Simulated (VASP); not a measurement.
Here is a VASP 6.6.1 calculation.

INCAR

```
SYSTEM = H10C2S
ALGO     = Normal         ! electronic algorithm
EDIFF    = 1E-6           ! SCF threshold, eV
ENCUT    = 520            ! plane-wave cutoff, eV
GGA      = PE             ! functional
ISIF     = 2              ! what is computed and relaxed
ISMEAR   = -1             ! smearing method
LASPH    = .TRUE.         ! aspherical terms in the spheres
LCHARG   = .FALSE.        ! write CHGCAR
LREAL    = Auto         
LWAVE    = .FALSE.        ! write WAVECAR
NBANDS   = 61             ! bands
NELM     = 60             ! most SCF steps
PREC     = Accurate       ! precision mode
SIGMA    = 0.05           ! smearing width, eV
```

KPOINTS

```
k-points
0
G
  1 1 1
  0 0 0
```

The input POSCAR:

```
H10C2S
1.0
    8.2327460000      0.0000000000      0.0000000000
    0.0000000000      8.2327460000      0.0000000000
    0.0000000000      0.0000000000      8.2327460000
S H C
3 30 6
Direct
    0.2632414507      0.4324559509      0.6156026191
   -0.0745923657      0.2381951295      0.1190611249
    0.7957247800      0.1161094974      0.6375272600
    0.1724212067      0.5831347159      0.6046463719
    0.1307461690      0.3483770786      0.6551277059
   -0.0213173102      0.1058699005      0.1950867912
    0.0419422632      0.3038232930      0.1804379729
    0.6688047949      0.1161094974      0.5350705585
    0.8899460763      0.0455376614      0.5389331822
    0.5156602669      0.4524006935     -0.1664329253
    0.4497162915      0.4941486109      0.0270626593
    0.6060918192      0.3457412630     -0.0181227503
    0.3936475145      0.3206949419     -0.0636725583
   -0.0702317307      0.6078287852      0.2132581280
    0.0545625967      0.5069268504      0.3652730207
   -0.1251465793      0.5767334496      0.3858493873
    0.0399623649      0.7276672935      0.3589689273
    0.5970668839      0.6510828829      0.5106437147
    0.4448940852      0.6140357057      0.3291368396
    0.5316816528      0.4587169336      0.4148797983
    0.6773438656      0.6028972593      0.3256386144
    0.9267381746      0.8266014766      0.7343236388
    0.8999548875      0.6105374804      0.7174519899
    0.8678392361      0.7142331368      0.5410102534
    0.7205979633      0.7402876270      0.7234524179
    0.3835415304      0.9364554670      0.6496131424
    0.2045247114      0.8618873946      0.5394069002
    0.1980384188      0.9549304691      0.7647023241
    0.2529897072      0.7691358388      0.7453284724
    0.3458384359      0.9830377373      0.1753485411
    0.5240900181      1.0238260721      0.3195774533
    0.4299051617      1.1637429358      0.2070633541
    0.5378278402      1.0317092256      0.1040357616
    0.5010964750      0.3977773637     -0.0406061355
   -0.0137742620      0.6123108863      0.3232092913
    0.5679393000      0.5928277151      0.4012027093
    0.8509311474      0.7301330565      0.6674200807
    0.2644804054      0.8645717966      0.6714770503
    0.4690537033      1.0394344730      0.2027998920
```

Potentials or basis: VASP PAW PBE potentials, release 64 (S, H, C).

Run with:

```bash
$ cat potpaw_PBE.64/S/POTCAR potpaw_PBE.64/H/POTCAR potpaw_PBE.64/C/POTCAR > POTCAR
$ mpirun -np 1 vasp_gam > vasp.out
```

(1) Estimate the pressure.

(2) What does it give for the largest force?

(3) What does it give for the band gap on the k mesh?

Results:

(1) 2.1 GPa.

(2) 7.319 eV/Å.

(3) 4.13 eV.

Caveat: the k points lie up to 0.76 Å⁻¹ apart; the atoms stand as in a frame of molecular dynamics.
